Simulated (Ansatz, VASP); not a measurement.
**Two plane-wave programs on WS2**

```
CELL_PARAMETERS angstrom
3.18352 0.00000 0.00000
-1.59176 2.75701 0.00000
0.00000 0.00000 17.71335
ATOMIC_POSITIONS crystal
W 0.33333 0.66667 0.00000
S 0.66667 0.33333 0.90800
S 0.66667 0.33333 0.09200
```

Change from the starting cell: strain +0.0450 x Voigt [0, 0, 1, 0, 0, 0], atoms carried along.

Alike in both runs: task single point; functional PBEsol; k mesh 6 × 6 × 1; occupations gaussian, width 0.05 eV; no spin polarisation.

|  | VASP | Ansatz |
| --- | --- | --- |
| version | VASP 6.6.1 | Ansatz 0.2.0 |
| potentials or method | VASP PAW PBE potentials, release 64 (W_sv, S), cutoff 500 eV | scalar-relativistic, plane waves, PAW |
| valence electrons in the cell | 26 | 26 |

Ansatz gave:

* gap on the k mesh at the Fermi level (eV): 1.78
* least direct gap on the mesh (eV): 1.95
* rms of the force components (eV/Å): 0.658

Problem. What did VASP give for the same quantities?

Solution. gap on the k mesh at the Fermi level (eV): 1.79; least direct gap on the mesh (eV): 1.95; rms of the force components (eV/Å): 0.649.

VASP's potentials were made for PBE, not for PBEsol. Atom by atom the forces differ by 0.009 eV/Å (rms over components).

Spin-orbit coupling is off throughout.
